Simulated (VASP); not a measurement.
A run of VASP 6.6.1 is set up as follows.

File INCAR:

```
SYSTEM = Re
PREC = Accurate
ENCUT = 520
EDIFF = 1E-7
ISMEAR = 0
SIGMA = 0.1
LREAL = .FALSE.
LASPH = .TRUE.
NELM = 80
ALGO = Fast
ISIF = 2
LWAVE = .FALSE.
LCHARG = .TRUE.
GGA = PS
LELF = .TRUE.
LVHAR = .TRUE.
NBANDS = 10
```

File KPOINTS:

```
regular mesh
0
G
  16 16 16
  0 0 0
```

The input POSCAR:

```
Re
1.0
   -1.8438561642      1.8438561642      1.8438561642
    1.8438561642     -1.8438561642      1.8438561642
    1.8438561642      1.8438561642     -1.8438561642
Re
1
Direct
    0.0000000000      0.0000000000      0.0000000000
```

Potentials or basis: VASP PAW PBE potentials, release 64 (Re).

The run is started by

```console
$ cat potpaw_PBE.64/Re/POTCAR > POTCAR
$ mpirun -np 1 vasp_std > vasp.out
```

Predict the pressure.

-57.3 GPa.

What does it give for the band gap on the k mesh?

Zero (an odd number of electrons rules out a gap without spin polarisation).

Caveat: the cell differs from its parent crystal (Au replaced by Re, lengths x 1.066, strained); the cell stands under tension; the PAW data sets were made with another functional, which shifts forces and pressure a little; spin-orbit coupling is left out, which moves the levels of the heavy elements.
